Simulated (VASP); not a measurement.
# TaN (P6/mmm) in VASP: notebook, part 2 of 2

VASP 6.6.1.

**5. Single point, PBEsol**

This run uses another cell than the first one, of 12.22 Å³/atom, 1.080 times its volume.

File INCAR:

```
SYSTEM = TaN
PREC = Accurate ; ENCUT = 520
EDIFF = 1E-7 ; ISMEAR = -1
SIGMA = 0.05 ; LREAL = .False.
LASPH = .True. ; NELM = 100
ALGO = Normal ; ISIF = 2
LWAVE = .False. ; LCHARG = .True.
GGA = PS ; LELF = .True.
LVHAR = .True. ; NBANDS = 33
```

File KPOINTS:

```
Automatic mesh
0
Gamma
  5 5 8
  0 0 0
```

File POSCAR:

```
TaN
1.0
    5.3258910835      0.0000000000      0.0000000000
   -2.6629455418      4.6123571084      0.0000000000
    0.0000000000      0.0000000000      2.9835660318
Ta N
3 3
Direct
    0.0000000000      0.0000000000      0.0000000000
    0.3333333333      0.6666666667      0.5000000000
    0.6666666667      0.3333333333      0.5000000000
    0.5000000000      0.0000000000      0.0000000000
    0.5000000000      0.5000000000      0.0000000000
    0.0000000000      0.5000000000      0.0000000000
```

Potentials or basis: VASP PAW PBE potentials, release 64 (Ta_pv, N).

The run is started by

```bash
$ cat potpaw_PBE.64/Ta_pv/POTCAR potpaw_PBE.64/N/POTCAR > POTCAR
$ mpirun -np 1 vasp_std > vasp.out
```

OUTCAR:

```text
SYSTEM = TaN
   PREC = Accurate
   ENCUT = 520
   EDIFF = 1E-7
   ISMEAR = -1
   LREAL = .False.
   LASPH = .True.
   NELM = 100
   ISIF = 2
   GGA = PS

 ion  position               nearest neighbor table
   1  0.000  0.000  0.000-   4 2.66   4 2.66   5 2.66   5 2.66   6 2.66   6 2.66   3 3.42   3 3.42
                             2 3.42   2 3.42   2 3.42   3 3.42   2 3.42   3 3.42   2 3.42   3 3.42
   2  0.333  0.667  0.500-   6 2.14   6 2.14   5 2.14   5 2.14   4 2.14   4 2.14   3 3.07   3 3.07
                             3 3.07   1 3.42   1 3.42   1 3.42   1 3.42   1 3.42   1 3.42
   3  0.667  0.333  0.500-   6 2.14   6 2.14   5 2.14   5 2.14   4 2.14   4 2.14   2 3.07   2 3.07
                             2 3.07   1 3.42   1 3.42   1 3.42   1 3.42   1 3.42   1 3.42
   4  0.500  0.000  0.000-   2 2.14   3 2.14   2 2.14   3 2.14   1 2.66   1 2.66
   5  0.500  0.500  0.000-   2 2.14   3 2.14   2 2.14   3 2.14   1 2.66   1 2.66
   6  0.000  0.500  0.000-   2 2.14   3 2.14   2 2.14   3 2.14   1 2.66   1 2.66

  LATTYP: Found a hexagonal cell.
 ALAT       =     5.3258910835
 C/A-ratio  =     0.5602003468

  Lattice vectors:

 A1 = (   5.3258910835,   0.0000000000,   0.0000000000)
 A2 = (  -2.6629455418,   4.6123571084,   0.0000000000)
 A3 = (   0.0000000000,   0.0000000000,   2.9835660318)

Analysis of symmetry for initial positions (statically):
=====================================================================
 Subroutine PRICEL returns:
 Original cell was already a primitive cell.

 Routine SETGRP: Setting up the symmetry group for a
 hexagonal supercell.

 Subroutine GETGRP returns: Found 24 space group operations
 (whereof 24 operations were pure point group operations)
 out of a pool of 24 trial point group operations.

The static configuration has the point symmetry D_6h.

Analysis of symmetry for dynamics (positions and initial velocities):
=====================================================================
[... 139 lines left out ...]
  Fermi-wavevector in a.u.,A,eV,Ry     =   1.421690  2.686605 27.500135  2.021203
  Thomas-Fermi vector in A             =   2.542473
   LORBIT       =      0    0 simple, 1 ext, 2 COOP (PROOUT), +10 PAW based schemes
   GGA     = PS    functional components
   LHFCALC =     F    Hartree Fock is set to
   AEXX    =    0.0000 exact exchange contribution
   IVDW    =     0    specifies the selected vdW correction
   LEPSILON=     F    determine dielectric tensor
   LRPA    =     F    only Hartree local field effects (RPA)
 non-spin polarized calculation
  energy-cutoff  :      520.00
  volume of cell :       73.29
 maximum number of plane-waves:      1995
 NGX is ok and might be reduce to    40
   NGX = 19   NGY = 19   NGZ = 11

 number of electron      48.0000004 magnetization

 Free energy of the ion-electron system (eV)
  ---------------------------------------------------
  ext. energy  EPLUGINS =         0.00000000
  ---------------------------------------------------
  free energy    TOTEN  =       -68.39256616 eV

  energy without entropy =      -68.38481976  energy(sigma->0) =      -68.38869296

 E-fermi :   7.2302     XC(G=0): -12.7880

 val. band max:        7.1643800086   @ k =   0.2000  -0.0000   0.3750
 cond. band min:       7.2850808535   @ k =   0.2000  -0.0000   0.2500
 fundamental gap:      0.1207008448
 Fermi energy:         7.2301562483

 k-point     1 :       0.0000    0.0000    0.0000
  band No.  band energies     occupation
      1     -28.9552      2.00000
      2     -28.9552      2.00000
      3     -28.6432      2.00000
      4     -28.6432      2.00000
      5     -28.4666      2.00000
      6     -28.3684      2.00000
[... 853 lines left out ...]
     32      10.7372      0.00000
     33      12.0257      0.00000

 [... further k-points ...]

------------------------ aborting loop because EDIFF is reached ----------------------------------------

  FORCE on cell =-STRESS in cart. coord.  units (eV):
  Direction    XX          YY          ZZ          XY          YZ          ZX
  --------------------------------------------------------------------------------------
  -------------------------------------------------------------------------------------
  Total       -7.8231063     -7.8231068    -11.5030584      0.0000000      0.0000000     -0.0000000
  in kB     -171.0168713   -171.0168811   -251.4623955      0.0000000      0.0000000     -0.0000000
  external PRESSURE =    -197.8320493 kB  Pullay stress =       0.0000000 kB

 VOLUME and BASIS-vectors are now :
 -----------------------------------------------------------------------------
  energy-cutoff  :      520.00
  volume of cell :       73.29
      direct lattice vectors                 reciprocal lattice vectors
     5.325891084  0.000000000  0.000000000     0.187762007  0.108404442  0.000000000
    -2.662945542  4.612357108  0.000000000     0.000000000  0.216808885  0.000000000
     0.000000000  0.000000000  2.983566032     0.000000000  0.000000000  0.335169388

 POSITION                                       TOTAL-FORCE (eV/Angst)
 -----------------------------------------------------------------------------------
      0.00000      0.00000      0.00000         0.000000      0.000000      0.000000
     -0.00000      3.07490      1.49178         0.000000     -0.000000     -0.000000
      2.66295      1.53745      1.49178        -0.000000      0.000000      0.000000
      2.66295      0.00000      0.00000         0.000000      0.000000      0.000000
      1.33147      2.30618      0.00000         0.000000      0.000000      0.000000
     -1.33147      2.30618      0.00000         0.000000      0.000000      0.000000
 -----------------------------------------------------------------------------------
    total drift:                               -0.000000      0.000000     -0.000000

  FREE ENERGIE OF THE ION-ELECTRON SYSTEM (eV)
  ---------------------------------------------------
  free  energy   TOTEN  =       -68.3925661584 eV

  energy  without entropy=      -68.3848197581  energy(sigma->0) =      -68.38869296
```

stdout:

```text
POSCAR found type information on POSCAR TaN
 POSCAR found :  2 types and       6 ions
 scaLAPACK will be used
 -----------------------------------------------------------------------------
|                                                                             |
|                                                                             |
|     You enforced a specific xc type in the INCAR file but a different       |
|     I HOPE YOU KNOW WHAT YOU ARE DOING!                                     |
|                                                                             |
 -----------------------------------------------------------------------------

 LDA part: xc-table for (Slater+PW92), standard interpolation
 POSCAR, INCAR and KPOINTS ok, starting setup
 FFT: planning ... GRIDC
 FFT: planning ... GRID_SOFT
 FFT: planning ... GRID
 WAVECAR not read
 entering main loop
```

Wall time 74 s (1 thread of Intel Xeon Platinum 8488C (Sapphire Rapids), shared host); peak memory 0.21 GiB.

Results:

```
Free energy            : -68.3926 eV
Pressure               : -19.8 GPa
Band gap on the k mesh : zero (band 24 reaches 8.00 eV, above the bottom of band 25 at 6.11 eV)
```

Levels at points of the mesh, in eV from the Fermi level:
```
           k point  band 20  band 21  band 22  band 23  band 24  band 25  band 26  band 27  band 28  band 29
(0.00, 0.00, 0.00)    -2.85    -2.85    -2.25    -1.92    -1.12    -1.12     0.74     0.74     0.98     1.88
(0.00, 0.00, 0.50)    -3.37    -2.87    -2.87    -1.73     0.77     0.77     1.33     1.44     2.25     2.25
```

Caveat: the PAW data sets were made with another functional, which shifts forces and pressure a little; spin-orbit coupling is left out, which moves the levels of the heavy elements.

**6. Overview**

```csv
cell,gap on the mesh (eV),pressure (GPa)
"a = 5.191, b = 5.191, c = 2.908 Å, angles 90.0, 90.0, 120.0°, 6 atoms",none,1.8
"a = 5.237, b = 5.237, c = 2.934 Å, angles 90.0, 90.0, 120.0°, 6 atoms",none,-6.4
"a = 5.282, b = 5.282, c = 2.959 Å, angles 90.0, 90.0, 120.0°, 6 atoms",none,-13.6
"a = 5.326, b = 5.326, c = 2.984 Å, angles 90.0, 90.0, 120.0°, 6 atoms",none,-19.8
```

Alike in all rows: task single point; level PBEsol; potentials or basis VASP PAW PBE potentials, release 64 (Ta_pv, N); no spin polarisation; k mesh 5 × 5 × 8; cutoff (eV) 520; smearing fermi-dirac 0.05 eV.

Caveats: the PAW data sets were made with another functional, which shifts forces and pressure a little; spin-orbit coupling is left out, which moves the levels of the heavy elements.

Absolute energies hang on the potentials; compare differences alone.
